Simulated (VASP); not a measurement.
# Ag (Fm-3m) in VASP: a series of runs, part 2 of 2

VASP 6.6.1. The steps go on from the part before.

**3. Electric field gradients, r2SCAN (17.98 Å³/atom)**

This run uses another cell than the first one, of 17.98 Å³/atom.

File POSCAR:

```
Ag
1.0
    0.0000000000      2.0791836220      2.0791836220
    2.0791836220      0.0000000000      2.0791836220
    2.0791836220      2.0791836220      0.0000000000
Ag
1
Direct
    0.0000000000      0.0000000000      0.0000000000
```

File INCAR.step1:

```
SYSTEM = Ag
ALGO = Normal
EDIFF = 1E-4
ENCUT = 520
GGA = PE
ISMEAR = -1
LASPH = .True.
LCHARG = .False.
LREAL = .False.
LWAVE = .True.
NBANDS = 12
NELM = 60
PREC = Accurate
SIGMA = 0.05
```

File INCAR.step2:

```
SYSTEM = Ag
ALGO = Normal
EDIFF = 1E-8
ENCUT = 520
ISIF = 2
ISMEAR = -1
ISTART = 1
LASPH = .True.
LCHARG = .False.
LEFG = .True.
LMIXTAU = .True.
LREAL = .False.
LWAVE = .False.
METAGGA = R2SCAN
NBANDS = 12
NELM = 60
PREC = Accurate
SIGMA = 0.05
```

File KPOINTS:

```
k-points
0
Gamma
  14 14 14
  0 0 0
```

Potentials or basis: VASP PAW PBE potentials, release 64 (Ag).

On the command line:

```
cat potpaw_PBE.64/Ag/POTCAR > POTCAR
cp INCAR.step1 INCAR
mpirun -np 1 vasp_std > vasp.out
cp INCAR.step2 INCAR
mpirun -np 1 vasp_std > vasp.out
```

OUTCAR:

```text
SYSTEM = Ag
   EDIFF = 1E-8
   ENCUT = 520
   ISIF = 2
   ISMEAR = -1
   ISTART = 1
   LASPH = .True.
   LREAL = .False.
   METAGGA = R2SCAN
   NELM = 60
   PREC = Accurate

 ion  position               nearest neighbor table
   1  0.000  0.000  0.000-

  LATTYP: Found a face centered cubic cell.
 ALAT       =     4.1583672440

  Lattice vectors:

 A1 = (   0.0000000000,   2.0791836220,   2.0791836220)
 A2 = (   2.0791836220,   0.0000000000,   2.0791836220)
 A3 = (   2.0791836220,   2.0791836220,   0.0000000000)

Analysis of symmetry for initial positions (statically):
=====================================================================
 Subroutine PRICEL returns:
 Original cell was already a primitive cell.

 Routine SETGRP: Setting up the symmetry group for a
 face centered cubic supercell.

 Subroutine GETGRP returns: Found 48 space group operations
 (whereof 48 operations were pure point group operations)
 out of a pool of 48 trial point group operations.

The static configuration has the point symmetry O_h .

Analysis of symmetry for dynamics (positions and initial velocities):
=====================================================================
 Subroutine PRICEL returns:
 Original cell was already a primitive cell.

 Routine SETGRP: Setting up the symmetry group for a
 face centered cubic supercell.

 Subroutine GETGRP returns: Found 48 space group operations
 (whereof 48 operations were pure point group operations)
 out of a pool of 48 trial point group operations.

The dynamic configuration has the point symmetry O_h .

 Subroutine INISYM returns: Found 48 space group operations
 (whereof 48 operations are pure point group operations),
 and found     1 'primitive' translations

----------------------------------------------------------------------------------------

                                     Primitive cell

  volume of cell :      17.9766

  direct lattice vectors                    reciprocal lattice vectors
     0.000000000  2.079183622  2.079183622    -0.240479001  0.240479001  0.240479001
     2.079183622  0.000000000  2.079183622     0.240479001 -0.240479001  0.240479001
     2.079183622  2.079183622  0.000000000     0.240479001  0.240479001 -0.240479001

  length of vectors
     2.940409677  2.940409677  2.940409677     0.416521848  0.416521848  0.416521848

  position of ions in fractional coordinates (direct lattice)
     0.000000000  0.000000000  0.000000000

  ion indices of the primitive-cell ions
   primitive index   ion index
                 1           1

----------------------------------------------------------------------------------------

 KPOINTS: k-points

Automatic generation of k-mesh.
 Grid dimensions read from file:
 generate k-points for:   14   14   14

 Generating k-lattice:

  Cartesian coordinates                     Fractional coordinates (reciprocal lattice)
    -0.017177071  0.017177071  0.017177071     0.071428571  0.000000000  0.000000000
[... 73 lines left out ...]
   EFERMI =   0.00;   METHOD = LEGACY
   ISMEAR =    -1;   SIGMA  =   0.05  broadening in eV -4-tet -1-fermi 0-gaus
   EFERMI_NEDOS =   21; number of points for ismear=-14 and -15
   IALGO  =     38    algorithm
   IMIX   =      4    mixing-type and parameters
     AMIX     =   0.40;   BMIX     =  1.00
     AMIX_MAG =   1.60;   BMIX_MAG =  1.00
  volume/ion in A,a.u.               =      17.98       121.31
  Fermi-wavevector in a.u.,A,eV,Ry     =   1.389855  2.626445 26.282339  1.931697
  Thomas-Fermi vector in A             =   2.513846
   LORBIT       =      0    0 simple, 1 ext, 2 COOP (PROOUT), +10 PAW based schemes
   METAGGA = R2SCAN    functional components
   LHFCALC =     F    Hartree Fock is set to
   AEXX    =    0.0000 exact exchange contribution
   IVDW    =     0    specifies the selected vdW correction
   LEPSILON=     F    determine dielectric tensor
   LRPA    =     F    only Hartree local field effects (RPA)
 non-spin polarized calculation
  energy-cutoff  :      520.00
  volume of cell :       17.98
 maximum number of plane-waves:       531
 NGX is ok and might be reduce to    24
   NGX = 11   NGY = 11   NGZ = 11

 number of electron      11.0000000 magnetization

 Free energy of the ion-electron system (eV)
  ---------------------------------------------------
  ext. energy  EPLUGINS =         0.00000000
  ---------------------------------------------------
  free energy    TOTEN  =       -21.35081080 eV

  energy without entropy =      -21.34835393  energy(sigma->0) =      -21.34958237

 E-fermi :   7.6679     XC(G=0): -12.6035

 val. band max:        7.5360565161   @ k =   0.5000   0.0000   0.0000
 cond. band min:       7.6836138133   @ k =   0.5000   0.2143   0.0714
 fundamental gap:      0.1475572973
 Fermi energy:         7.6678689006

 k-point     1 :       0.0000    0.0000    0.0000
  band No.  band energies     occupation
      1       0.1593      2.00000
      2       2.7714      2.00000
      3       2.7714      2.00000
      4       2.7714      2.00000
      5       3.7211      2.00000
      6       3.7211      2.00000
      7      24.2341      0.00000
      8      27.6289      0.00000
      9      27.6289      0.00000
     10      27.6289      0.00000
     11      32.4682      0.00000
     12      33.1858      0.00000
[... 331 lines left out ...]
 k-point    24 :       0.2857    0.1429    0.0000
  band No.  band energies     occupation
      1       1.7652      2.00000
      2       2.4345      2.00000
      3       2.9933      2.00000
      4       3.2328      2.00000
      5       4.0831      2.00000
      6       4.1265      2.00000
      7      19.7274      0.00000
      8      23.9063      0.00000
      9      24.3317      0.00000
     10      26.2545      0.00000
     11      29.4724      0.00000
     12      33.1285      0.00000

 [... further k-points ...]

------------------------ aborting loop because EDIFF is reached ----------------------------------------

  FORCE on cell =-STRESS in cart. coord.  units (eV):
  Direction    XX          YY          ZZ          XY          YZ          ZX
  --------------------------------------------------------------------------------------
  -------------------------------------------------------------------------------------
  Total       -0.3919185     -0.3919185     -0.3919185      0.0000000      0.0000000      0.0000000
  in kB      -34.9299374    -34.9299374    -34.9299374      0.0000000      0.0000000      0.0000000
  external PRESSURE =     -34.9299374 kB  Pullay stress =       0.0000000 kB

 VOLUME and BASIS-vectors are now :
 -----------------------------------------------------------------------------
  energy-cutoff  :      520.00
  volume of cell :       17.98
      direct lattice vectors                 reciprocal lattice vectors
     0.000000000  2.079183622  2.079183622    -0.240479001  0.240479001  0.240479001
     2.079183622  0.000000000  2.079183622     0.240479001 -0.240479001  0.240479001
     2.079183622  2.079183622  0.000000000     0.240479001  0.240479001 -0.240479001

 POSITION                                       TOTAL-FORCE (eV/Angst)
 -----------------------------------------------------------------------------------
      0.00000      0.00000      0.00000         0.000000     -0.000000     -0.000000
 -----------------------------------------------------------------------------------
    total drift:                                0.000000      0.000000     -0.000000

  FREE ENERGIE OF THE ION-ELECTRON SYSTEM (eV)
  ---------------------------------------------------
  free  energy   TOTEN  =       -21.3508108009 eV

  energy  without entropy=      -21.3483539298  energy(sigma->0) =      -21.34958237

 Electric field gradients (V/A^2)
---------------------------------------------------------------------
 ion       V_xx      V_yy      V_zz      V_xy      V_xz      V_yz
---------------------------------------------------------------------
   1       0.000    -0.000    -0.000     0.000     0.000     0.000
---------------------------------------------------------------------

 Electric field gradients after diagonalization (V/A^2)
 (convention: |V_zz| > |V_xx| > |V_yy|)
----------------------------------------------------------------------
 ion       V_xx      V_yy      V_zz     asymmetry (V_yy - V_xx)/ V_zz
----------------------------------------------------------------------
   1      -0.000    -0.000     0.001       0.000
----------------------------------------------------------------------

           NMR quadrupolar parameters

 Cq : quadrupolar parameter    Cq=e*Q*V_zz/h
 eta: asymmetry parameters     (V_yy - V_xx)/ V_zz
 Q  : nuclear electric quadrupole moment in mb (millibarn)
----------------------------------------------------------------------
 ion       Cq(MHz)       eta       Q (mb)
----------------------------------------------------------------------
   1       0.000       0.000       1.000
----------------------------------------------------------------------
```

It took 79 s on 1 thread of Intel Xeon Platinum 8488C (Sapphire Rapids), shared host; peak memory 0.15 GiB.

Results:

```
Free energy                             : -21.3508 eV
Pressure                                : -3.5 GPa
Band gap on the k mesh                  : zero (an odd number of electrons rules out a gap without spin polarisation)
Largest electric field gradient by atom : zero within the noise of the run
```

Caveat: the cell stands under tension; the PAW data sets were made with another functional, which shifts forces and pressure a little.
